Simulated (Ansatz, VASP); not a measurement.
# One calculation of AlGaN2, two programs

POSCAR

```
AlGaN2
1.0
    3.1722858192      0.0000000000      0.0000000000
    0.0000000000      3.1722858192      0.0000000000
    0.0000000000      0.0000000000      4.4238379400
Al Ga N
1 1 2
Direct
    0.5000000000      0.5000000000      0.5000000000
    0.0000000000      0.0000000000      0.0000000000
    0.5000000000      0.0000000000      0.7382648100
    0.0000000000      0.5000000000      0.2617351900
```

The input INCAR.step1:

```
SYSTEM = AlGaN2
PREC = Accurate ; ENCUT = 520
ISMEAR = 0 ; SIGMA = 0.05
LREAL = .FALSE. ; LASPH = .TRUE.
NELM = 60 ; NBANDS = 21
GGA = PE ; ALGO = Normal
EDIFF = 1E-4 ; LWAVE = .TRUE.
LCHARG = .FALSE.
```

The input INCAR.step2:

```
SYSTEM = AlGaN2
PREC = Accurate ; ENCUT = 520
EDIFF = 1E-6 ; ISMEAR = 0
SIGMA = 0.05 ; LREAL = .FALSE.
LASPH = .TRUE. ; NELM = 60
ALGO = Normal ; ISIF = 2
LWAVE = .FALSE. ; LCHARG = .FALSE.
METAGGA = R2SCAN ; LMIXTAU = .TRUE.
NBANDS = 21 ; ISTART = 1
```

The input KPOINTS:

```
regular mesh
0
G
  8 8 6
  0 0 0
```

Input for Ansatz:

```yaml
crystal:
  lattice:
    - [3.1722858192, 0.0, 0.0]
    - [0.0, 3.1722858192, 0.0]
    - [0.0, 0.0, 4.42383794]
  atoms:
    - { symbol: Al, position: [0.5, 0.5, 0.5] }
    - { symbol: Ga, position: [0.0, 0.0, 0.0] }
    - { symbol: "N", position: [0.5, 0.0, 0.73826481] }
    - { symbol: "N", position: [0.0, 0.5, 0.26173519] }
basis:
  ecutwfc: 500
kpoints:
  mp_grid: { grid: [8, 8, 6] }
hamiltonian:
  xc: r2scan
scf:
  occupations: { method: gaussian, width: 0.05 }
output:
  forces: true
  stress: true
  eigenvalues: true
  write_density: true
  write_potential: true
  elf: true
  volumetric_format: npy
```

Change from the starting cell: strain +0.0100 x Voigt [1, 1, 0, 0, 0, 0], atoms carried along.

Alike in both runs: task single point; functional r2SCAN; k mesh 8 × 8 × 6; occupations gaussian, width 0.05 eV; no spin polarisation.

|  | VASP | Ansatz |
| --- | --- | --- |
| version | VASP 6.6.1 | Ansatz 0.2.0 |
| potentials or method | VASP PAW PBE potentials, release 64 (Al, Ga_d, N), cutoff 520 eV | scalar-relativistic, plane waves, PAW |
| valence electrons in the cell | 26 | 26 |

```tsv
	VASP	Ansatz	Ansatz less VASP
gap on the k mesh at the Fermi level (eV)	3.22	3.21	-0.009
least direct gap on the mesh (eV)	3.22	3.21	-0.009
pressure (GPa)	-4.0	-4.3	-0.25
traceless stress, the component that is largest in VASP (GPa)	1.00	0.93	-0.071
rms of the force components (eV/Å)	0.005	0.031	+0.0256
```

VASP's potentials were made for PBE, not for r2SCAN. Atom by atom the forces differ by 0.035 eV/Å (rms over components).
